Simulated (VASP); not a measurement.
Set up this calculation in VASP 6.6.1, as the native input.

```yaml
Task: single point
Functional: LDA
Potentials_or_basis: VASP PAW LDA potentials, release 64 (Ca_sv, Zn)
Cutoff: 520 eV
k_mesh: 5 × 5 × 5
Occupations: fermi-dirac, width 0.15 eV
Spin: no spin polarisation
Dipole_correction: no
Further_INCAR_settings: ALGO = Normal; EDIFF = 1e-06; NBANDS = 31
```

The structure of CaZn3 lies in POSCAR:

```
CaZn3
1.0
    4.3348360000      0.0000000000      0.0000000000
    0.0000000000      4.3348360000      0.0000000000
    0.0000000000      0.0000000000      4.3348360000
Ca Zn
1 3
Direct
    0.0000000000      0.0000000000      0.0000000000
    0.5000000000      0.5000000000      0.0000000000
    0.5000000000      0.0000000000      0.5000000000
    0.0000000000      0.5000000000      0.5000000000
```

The input as run:

INCAR

```
PREC = Accurate ; ENCUT = 520
EDIFF = 1E-6 ; ISMEAR = -1
SIGMA = 0.15 ; LREAL = F
LASPH = T ; NELM = 100
ALGO = Normal ; ISIF = 2
LWAVE = F ; LCHARG = T
GGA = CA ; LELF = T
LVHAR = T ; NBANDS = 31
```

KPOINTS

```
Automatic mesh
0
Gamma
  5 5 5
```

Potentials or basis: VASP PAW LDA potentials, release 64 (Ca_sv, Zn).

Command:

```sh
$ cat potpaw_LDA.64/Ca_sv/POTCAR potpaw_LDA.64/Zn/POTCAR > POTCAR
$ mpirun -np 1 vasp_std > vasp.out
```

Results of the run:

```
Pressure               : -5.1 GPa
Band gap on the k mesh : zero (bands 23 and 24 overlap by 1.09 eV)
```

Caveat: the cell stands under tension.

Wall time 23 s on 1 thread of Intel Xeon 8259CL, with other jobs on the host, peak memory 0.16 GiB.
